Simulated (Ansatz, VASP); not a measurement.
**One calculation of F, two programs**

POSCAR

```
F
1.0
   12.0000000000      0.0000000000      0.0000000000
    0.0000000000     12.3000000000      0.0000000000
    0.0000000000      0.0000000000     12.6000000000
F
2
Direct
    0.5000000000      0.5000000000      0.4438838973
    0.5000000000      0.5000000000      0.5561161027
```

The input INCAR.step1:

```
SYSTEM = F
ALGO = Normal ; EDIFF = 1E-5
ENCUT = 520 ; GGA = PE
ISIF = 2 ; ISMEAR = -1
LASPH = .True. ; LREAL = .False.
LWAVE = .True. ; NBANDS = 14
NELM = 80 ; PREC = Accurate
SIGMA = 0.01
```

The input INCAR.step2:

```
SYSTEM = F
ALGO = Normal ; EDIFF = 1E-6
ENCUT = 520 ; GGA = PE
HFSCREEN = 0.2079 ; ISIF = 2
ISMEAR = -1 ; ISTART = 1
LASPH = .True. ; LCHARG = .True.
LELF = .True. ; LHFCALC = .True.
LREAL = .False. ; LVHAR = .True.
LWAVE = .False. ; NBANDS = 14
NELM = 80 ; PREC = Accurate
PRECFOCK = Normal ; SIGMA = 0.01
```

File KPOINTS:

```
k-points
0
Gamma
  1 1 1
  0 0 0
```

Input for Ansatz:

```yaml
crystal:
  lattice:
    - [12.0, 0.0, 0.0]
    - [0.0, 12.3, 0.0]
    - [0.0, 0.0, 12.6]
  atoms:
    - { symbol: F, position: [0.5, 0.5, 0.4438838973] }
    - { symbol: F, position: [0.5, 0.5, 0.5561161027] }
hamiltonian:
  xc: hse06
  pseudopotentials:
    kind: paw
    azcp:
      F: "pseudopotentials/F.paw.azcp"
basis:
  ecutwfc: 420
  fft_grid_basis: typed
kpoints:
  mp_grid: { grid: [1, 1, 1], shift: [0, 0, 0] }
magnetization:
  spin_polarized: false
scf:
  occupations: { method: fermi_dirac, width: 0.01 }
```

Alike in both runs: task single point; functional HSE06; k mesh 1 × 1 × 1; occupations fermi-dirac, width 0.01 eV; no spin polarisation.

|  | VASP | Ansatz |
| --- | --- | --- |
| version | VASP 6.6.1 | Ansatz 0.2.0 |
| potentials or method | VASP PAW PBE potentials, release 64 (F), cutoff 520 eV | plane waves (420 eV) with PAW, scalar-relativistic |
| valence electrons in the cell | 14 | 14 |

|  | VASP | Ansatz | Ansatz less VASP |
| --- | --- | --- | --- |
| gap on the k mesh at the Fermi level (eV) | 6.89 | 6.94 | +0.048 |
